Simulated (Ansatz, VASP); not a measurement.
CaHf: VASP beside Ansatz

```xyz
2
Lattice="3.2389 0.0000 0.0000 0.0000 3.2389 0.0000 0.0000 0.0000 5.2638" Properties=species:S:1:pos:R:3 pbc="T T T"
Ca    1.6195    1.6195    2.6319
Hf    0.0000    0.0000    0.0000
```

Alike in both runs: functional PBE; k mesh 6 × 6 × 4; occupations gaussian, width 0.1 eV; no spin polarisation.

Ansatz relaxed the structure, and its values are those at the end. VASP's run is a single point on that final structure, the one shown.

|  | VASP | Ansatz |
| --- | --- | --- |
| version | VASP 6.6.1 | Ansatz 0.2.0 |
| potentials or method | VASP PAW PBE potentials, release 64 (Ca_sv, Hf_pv), cutoff 520 eV | scalar-relativistic, plane waves, PAW |
| valence electrons in the cell | 20 | 36 |

|  | VASP | Ansatz | Ansatz less VASP |
| --- | --- | --- | --- |
| gap on the k mesh at the Fermi level (eV) | none | none | - |
| pressure (GPa) | 0.0 | 0.0 | +0.06 |

A gap of «none» marks a metal or a gap that the smearing closes. VASP's potentials hold 20 valence electrons a cell and Ansatz's 36, so a difference there can come from the potentials and not from the codes.

Spin-orbit coupling is off throughout.
